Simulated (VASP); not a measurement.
Set up this calculation in VASP 6.6.1, as the native input.

| Quantity | Value |
| --- | --- |
| Task | single point |
| Functional | PBEsol |
| Potentials or basis | VASP PAW PBE potentials, release 64 (Ta_pv, N) |
| Cutoff | 520 eV |
| k mesh | 12 × 12 × 12 |
| Occupations | gaussian, width 0.1 eV |
| Spin | no spin polarisation |
| Dipole correction | no |
| Further INCAR settings | ALGO = Normal; EDIFF = 1e-06; NBANDS = 33 |

The structure of TaN lies in POSCAR:

```
TaN
1.0
    5.4132929910      0.0000000000      0.0000000000
   -2.7066464955      4.6880492484      0.0000000000
    0.0000000000      0.0000000000      2.8501339832
Ta N
3 3
Direct
    0.0000000000      0.0000000000      0.0000000000
    0.3333333333      0.6666666667      0.5000000000
    0.6666666667      0.3333333333      0.5000000000
    0.5000000000      0.0000000000      0.0000000000
    0.5000000000      0.5000000000      0.0000000000
    0.0000000000      0.5000000000      0.0000000000
```

This cell differs from its parent crystal: biaxial strain in the a-b plane: +4.0 %, then relaxed in part.

The input as run:

INCAR

```
PREC = Accurate ; ENCUT = 520
EDIFF = 1E-6 ; ISMEAR = 0
SIGMA = 0.1 ; LREAL = F
LASPH = T ; NELM = 100
ALGO = Normal ; ISIF = 2
LWAVE = F ; LCHARG = T
GGA = PS ; LELF = T
LVHAR = T ; NBANDS = 33
```

KPOINTS

```
Automatic mesh
0
Gamma
  12 12 12
```

Potentials or basis: VASP PAW PBE potentials, release 64 (Ta_pv, N).

Command:

```bash
$ cat potpaw_PBE.64/Ta_pv/POTCAR potpaw_PBE.64/N/POTCAR > POTCAR
$ mpirun -np 1 vasp_std > vasp.out
```

Results of the run:

| Quantity | Value |
| --- | --- |
| Pressure | -11.7 GPa |
| Band gap on the k mesh | zero (bands 24 and 25 overlap by 2.18 eV) |

Caveat: the cell differs from its parent crystal (biaxial strain in the a-b plane: +4.0 %, then relaxed in part); the stress differs along the axes, from -18 to 1 GPa; the PAW data sets were made with another functional, which shifts forces and pressure a little; spin-orbit coupling is left out, which moves the levels of the heavy elements.

Run time: 6.4 min on 1 thread of Intel Xeon 8259CL, on a shared host, peak memory 0.37 GiB.
